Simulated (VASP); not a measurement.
# ZnO (P6_3mc) in VASP: further runs, part 2 of 2

VASP 6.6.1. The steps go on from the part before.

**3. Single point, revPBE**

This run uses another cell than the first one: it holds 12 atoms, not 4.

The input, INCAR:

```
SYSTEM = ZnO
ALGO     = Normal         ! electronic algorithm
EDIFF    = 1E-6           ! SCF threshold, eV
ENCUT    = 910            ! plane-wave cutoff, eV
GGA      = RE             ! functional
GGA_COMPAT= .False.      
ISIF     = 2              ! what is computed and relaxed
ISMEAR   = 0              ! smearing method
LASPH    = .True.         ! aspherical terms in the spheres
LCHARG   = .True.         ! write CHGCAR
LELF     = .True.         ! ELF
LREAL    = .False.        ! projectors in reciprocal space
LVHAR    = .True.       
LWAVE    = .False.        ! write WAVECAR
NBANDS   = 66             ! bands
NELM     = 120            ! most SCF steps
PREC     = Accurate       ! precision mode
SIGMA    = 0.01           ! smearing width, eV
```

The input, KPOINTS:

```
k-points
0
Gamma
  3 3 3
  0 0 0
```

The input, POSCAR:

```
ZnO
1.0
    0.0000000000      0.0000000000      5.2932332175
    4.9190861938      2.8400357381      0.0000000000
   -4.9190861938      2.8400357382      0.0000000000
Zn O
6 6
Direct
    0.5006044103      0.3333333333      1.0000000000
    0.5006044103      0.6666666667      0.6666666667
    0.5006044103      0.0000000000      0.3333333333
    0.0006044103      0.3333333333      0.3333333333
    0.0006044103      0.6666666667      1.0000000000
    0.0006044103      0.0000000000      0.6666666667
    0.8797055897      0.3333333333      1.0000000000
    0.8797055897      0.6666666667      0.6666666667
    0.8797055897      0.0000000000      0.3333333333
    0.3797055897      0.3333333333      0.3333333333
    0.3797055897      0.6666666667      1.0000000000
    0.3797055897      0.0000000000      0.6666666667
```

Potentials or basis: VASP PAW PBE potentials, release 64 (Zn, O_h).

The run is started by

```bash
cat potpaw_PBE.64/Zn/POTCAR potpaw_PBE.64/O_h/POTCAR > POTCAR
mpirun -np 1 vasp_std > vasp.out
```

OUTCAR:

```text
SYSTEM = ZnO
   EDIFF = 1E-6
   ENCUT = 910
   GGA = RE
   ISIF = 2
   ISMEAR = 0
   LASPH = .True.
   LREAL = .False.
   NELM = 120
   PREC = Accurate

 ion  position               nearest neighbor table
   1  0.501  0.333  0.000-  12 2.00  10 2.00  11 2.00   7 2.01
   2  0.501  0.667  0.667-  12 2.00  11 2.00  10 2.00   8 2.01
   3  0.501  0.000  0.333-  10 2.00  11 2.00  12 2.00   9 2.01
   4  0.001  0.333  0.333-   9 2.00   7 2.00   8 2.00  10 2.01
   5  0.001  0.667  0.000-   9 2.00   8 2.00   7 2.00  11 2.01
   6  0.001  0.000  0.667-   8 2.00   7 2.00   9 2.00  12 2.01
   7  0.880  0.333  0.000-   6 2.00   4 2.00   5 2.00   1 2.01
   8  0.880  0.667  0.667-   6 2.00   5 2.00   4 2.00   2 2.01
   9  0.880  0.000  0.333-   4 2.00   5 2.00   6 2.00   3 2.01
  10  0.380  0.333  0.333-   3 2.00   1 2.00   2 2.00   4 2.01
  11  0.380  0.667  0.000-   3 2.00   2 2.00   1 2.00   5 2.01
  12  0.380  0.000  0.667-   2 2.00   1 2.00   3 2.00   6 2.01
[... 7 lines left out ...]
 A1 = (   4.9190861938,   2.8400357381,   0.0000000000)
 A2 = (  -4.9190861938,   2.8400357382,   0.0000000000)
 A3 = (   0.0000000000,   0.0000000000,   5.2932332175)

Analysis of symmetry for initial positions (statically):
=====================================================================
 Subroutine PRICEL returns following result:

  LATTYP: Found a hexagonal cell.
 ALAT       =     3.2793907955
 C/A-ratio  =     1.6140904051

  Lattice vectors:

 A1 = (  -1.6396953983,  -2.8400357376,   0.0000000000)
 A2 = (   3.2793907960,  -0.0000000003,   0.0000000000)
 A3 = (   0.0000000000,   0.0000000000,   5.2932332175)

   3 primitive cells build up your supercell.

 Routine SETGRP: Setting up the symmetry group for a
 hexagonal supercell.

 Subroutine GETGRP returns: Found 12 space group operations
 (whereof  6 operations were pure point group operations)
 out of a pool of 24 trial point group operations.

The static configuration has the point symmetry C_3v.
 The point group associated with its full space group is C_6v.

Analysis of symmetry for dynamics (positions and initial velocities):
=====================================================================
 Subroutine PRICEL returns following result:

  LATTYP: Found a hexagonal cell.
 ALAT       =     3.2793907955
 C/A-ratio  =     1.6140904051

  Lattice vectors:

 A1 = (  -1.6396953983,  -2.8400357376,   0.0000000000)
 A2 = (   3.2793907960,  -0.0000000003,   0.0000000000)
 A3 = (   0.0000000000,   0.0000000000,   5.2932332175)

   3 primitive cells build up your supercell.

 Routine SETGRP: Setting up the symmetry group for a
 hexagonal supercell.

 Subroutine GETGRP returns: Found 12 space group operations
 (whereof  6 operations were pure point group operations)
 out of a pool of 24 trial point group operations.

The dynamic configuration has the point symmetry C_3v.
 The point group associated with its full space group is C_6v.

 Subroutine INISYM returns: Found 12 space group operations
 (whereof  6 operations are pure point group operations),
 and found     3 'primitive' translations

[... 61 lines left out ...]
   k-points           NKPTS =      6   k-points in BZ     NKDIM =      6   number of bands    NBANDS=     66
   number of dos      NEDOS =    301   number of ions     NIONS =     12
   total plane-waves  NPLWV = 169344
   dimension x,y,z NGX =    54 NGY =   56 NGZ =   56
   dimension x,y,z NGXF=   108 NGYF=  112 NGZF=  112
   ions per type =               6   6
   NGX,Y,Z   is equivalent  to a cutoff of  16.96, 16.39, 16.39 a.u.
   NGXF,Y,Z  is equivalent  to a cutoff of  33.92, 32.78, 32.78 a.u.
 SYSTEM =  ZnO
   PREC   = accura    normal or accurate (medium, high low for compatibility)
   ISTART =      0    job   : 0-new  1-cont  2-samecut
   ICHARG =      2    charge: 1-file 2-atom 10-const
   ISPIN  =      1    spin polarized calculation?
   LNONCOLLINEAR =      F non collinear calculations
   LSORBIT =      F    spin-orbit coupling
   LASPH  =      T    aspherical Exc in radial PAW
   ENCUT  =  910.0 eV  66.88 Ry    8.18 a.u.  13.02 13.97 13.97*2*pi/ulx,y,z
   NELM   =    120;   NELMIN=  2; NELMDL= -5     # of ELM steps
   EDIFF  = 0.1E-05   stopping-criterion for ELM
   LREAL  =      F    real-space projection
   EDIFFG = 0.1E-04   stopping-criterion for IOM
   NSW    =      0    number of steps for IOM
   IBRION =     -1    ionic relax: 0-MD 1-quasi-New 2-CG
   NFREE  =      0    steps in history (QN), initial steepest desc. (CG)
   ISIF   =      2    stress and relaxation
   ISYM   =      2    0-nonsym 1-usesym 2-fastsym
   POTIM  = 0.5000    time-step for ionic-motion
   TEBEG  =    0.0;   TEEND  =   0.0 temperature during run
   PSTRESS=    0.0 pullay stress
   NELECT =     108.0000    total number of electrons
   NUPDOWN=      -1.0000    fix difference up-down
   EMIN   =  10.00;   EMAX   =-10.00  energy-range for DOS
   EFERMI =   0.00;   METHOD = LEGACY
   ISMEAR =     0;   SIGMA  =   0.01  broadening in eV -4-tet -1-fermi 0-gaus
   EFERMI_NEDOS =   21; number of points for ismear=-14 and -15
   IALGO  =     38    algorithm
   IMIX   =      4    mixing-type and parameters
     AMIX     =   0.40;   BMIX     =  1.00
     AMIX_MAG =   1.60;   BMIX_MAG =  1.00
  volume/ion in A,a.u.               =      12.32        83.17
  Fermi-wavevector in a.u.,A,eV,Ry     =   1.474222  2.785876 29.569971  2.173332
  Thomas-Fermi vector in A             =   2.589020
   LORBIT       =      0    0 simple, 1 ext, 2 COOP (PROOUT), +10 PAW based schemes
   GGA     = RE    functional components
   LHFCALC =     F    Hartree Fock is set to
   AEXX    =    0.0000 exact exchange contribution
   IVDW    =     0    specifies the selected vdW correction
   LEPSILON=     F    determine dielectric tensor
   LRPA    =     F    only Hartree local field effects (RPA)
 non-spin polarized calculation
 Gauss-broadening in eV      SIGMA  =   0.01
  energy-cutoff  :      910.00
  volume of cell :      147.90
 maximum number of plane-waves:      9258
 NGX is ok and might be reduce to    54

 number of electron     108.0000010 magnetization

 Free energy of the ion-electron system (eV)
  ---------------------------------------------------
  ext. energy  EPLUGINS =         0.00000000
  ---------------------------------------------------
  free energy    TOTEN  =       -49.67245453 eV

  energy without entropy =      -49.67245453  energy(sigma->0) =      -49.67245453

 E-fermi :   1.4210     XC(G=0): -10.5333

 val. band max:        1.3462416810   @ k =   0.0000   0.0000   0.0000
 cond. band min:       2.1413280213   @ k =   0.0000   0.0000   0.0000
 fundamental gap:      0.7950863403
 Fermi energy:         1.4209528140

 k-point     1 :       0.0000    0.0000    0.0000
  band No.  band energies     occupation
      1     -16.5363      2.00000
      2     -15.8802      2.00000
      3     -15.7609      2.00000
      4     -15.7609      2.00000
      5     -15.7609      2.00000
      6     -15.7609      2.00000
[... 403 lines left out ...]
     65      10.2570      0.00000
     66      10.2570      0.00000

------------------------ aborting loop because EDIFF is reached ----------------------------------------

  FORCE on cell =-STRESS in cart. coord.  units (eV):
  Direction    XX          YY          ZZ          XY          YZ          ZX
  --------------------------------------------------------------------------------------
  -------------------------------------------------------------------------------------
  Total        3.5589043      3.5589043      3.4661106     -0.0000000      0.0000000     -0.0000000
  in kB       38.5538395     38.5538395     37.5485991     -0.0000000      0.0000000     -0.0000000
  external PRESSURE =      38.2187594 kB  Pullay stress =       0.0000000 kB

 VOLUME and BASIS-vectors are now :
 -----------------------------------------------------------------------------
  energy-cutoff  :      910.00
  volume of cell :      147.90
      direct lattice vectors                 reciprocal lattice vectors
     0.000000000  0.000000000  5.293233218     0.000000000  0.000000000  0.188920450
     4.919086194  2.840035738  0.000000000     0.101644895  0.176054123  0.000000000
    -4.919086194  2.840035738  0.000000000    -0.101644895  0.176054123  0.000000000

 POSITION                                       TOTAL-FORCE (eV/Angst)
 -----------------------------------------------------------------------------------
      1.63970      0.94668      2.64982         0.000000      0.000000     -0.000989
      0.00000      3.78671      2.64982         0.000000      0.000000     -0.000989
     -1.63970      0.94668      2.64982        -0.000000      0.000000     -0.000989
      0.00000      1.89336      0.00320         0.000000      0.000000     -0.000989
      3.27939      1.89336      0.00320         0.000000      0.000000     -0.000989
     -3.27939      1.89336      0.00320         0.000000      0.000000     -0.000989
      1.63970      0.94668      4.65649         0.000000     -0.000000      0.000989
      0.00000      3.78671      4.65649        -0.000000     -0.000000      0.000989
     -1.63970      0.94668      4.65649        -0.000000     -0.000000      0.000989
      0.00000      1.89336      2.00987         0.000000     -0.000000      0.000989
      3.27939      1.89336      2.00987        -0.000000      0.000000      0.000989
     -3.27939      1.89336      2.00987         0.000000     -0.000000      0.000989
 -----------------------------------------------------------------------------------
    total drift:                               -0.000005      0.000003      0.000188

  FREE ENERGIE OF THE ION-ELECTRON SYSTEM (eV)
  ---------------------------------------------------
  free  energy   TOTEN  =       -49.6724545328 eV

  energy  without entropy=      -49.6724545328  energy(sigma->0) =      -49.67245453
```

It took 3.7 min on 1 thread of AMD EPYC 9R14 (Zen 4), shared host; peak memory 0.43 GiB.

Results:

| Quantity | Value |
| --- | --- |
| Free energy | -49.6725 eV |
| Pressure | 3.8 GPa |
| Band gap on the k mesh | 0.80 eV |

Stress tensor (GPa, compression positive):
```
3.86 0.00 0.00
0.00 3.86 0.00
0.00 0.00 3.75
```

Levels at points of the mesh, in eV from the valence-band top:
```
           k point  band 51  band 52  band 53  band 54  band 55  band 56  band 57  band 58
(0.00, 0.00, 0.00)    -0.75    -0.08     0.00     0.00     0.80     5.17     7.55     7.55
```

Caveat: the k points lie up to 0.43 Å⁻¹ apart; the cutoff is under 1.25 times the usual one of these potentials, so pressure, stress and relaxed cells hold a basis-set (Pulay) error; the PAW data sets were made with another functional, which shifts forces and pressure a little. As with any semilocal functional, this revPBE gap is likely too small.
